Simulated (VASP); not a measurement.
Input of a VASP 6.6.1 run:

Contents of POSCAR:

```
Rh
1.0
    0.0000000000      1.8978500000      1.8978500000
    1.8978500000      0.0000000000      1.8978500000
    1.8978500000      1.8978500000      0.0000000000
Rh
1
Direct
    0.0000000000      0.0000000000      0.0000000000
```

INCAR.step1

```
  PREC = Accurate
  ENCUT = 520
  EDIFF = 1E-5
  ISMEAR = -1
  SIGMA = 0.05
  LREAL = False
  LASPH = True
  NELM = 80
  ALGO = Normal
  ISIF = 2
  LWAVE = True
  NBANDS = 14
  GGA = PE
```

File INCAR.step2:

```
  PREC = Accurate
  ENCUT = 520
  EDIFF = 1E-6
  ISMEAR = -1
  SIGMA = 0.05
  LREAL = False
  LASPH = True
  NELM = 80
  ALGO = Normal
  ISIF = 2
  LWAVE = False
  LCHARG = True
  GGA = B3
  LHFCALC = True
  AEXX = 0.2
  AGGAX = 0.72
  AGGAC = 0.81
  ALDAC = 0.19
  PRECFOCK = Normal
  LELF = True
  LVHAR = True
  NBANDS = 14
  ISTART = 1
```

Contents of KPOINTS:

```
Automatic mesh
0
Gamma
  6 6 6
```

Potentials or basis: VASP PAW PBE potentials, release 64 (Rh_pv).

The run is started by

```bash
$ cat potpaw_PBE.64/Rh_pv/POTCAR > POTCAR
$ cp INCAR.step1 INCAR
$ mpirun -np 1 vasp_std > vasp.out
$ cp INCAR.step2 INCAR
$ mpirun -np 1 vasp_std > vasp.out
```

**Question.** What does it give for the pressure?

**Answer.** 12.4 GPa.

**Question.** Predict the band gap on the k mesh.

**Answer.** Zero (an odd number of electrons rules out a gap without spin polarisation).

Caveat: the k points lie up to 0.48 Å⁻¹ apart, too coarse for converged energies and pressures of a metal; the PAW data sets were made with another functional, which shifts forces and pressure a little.
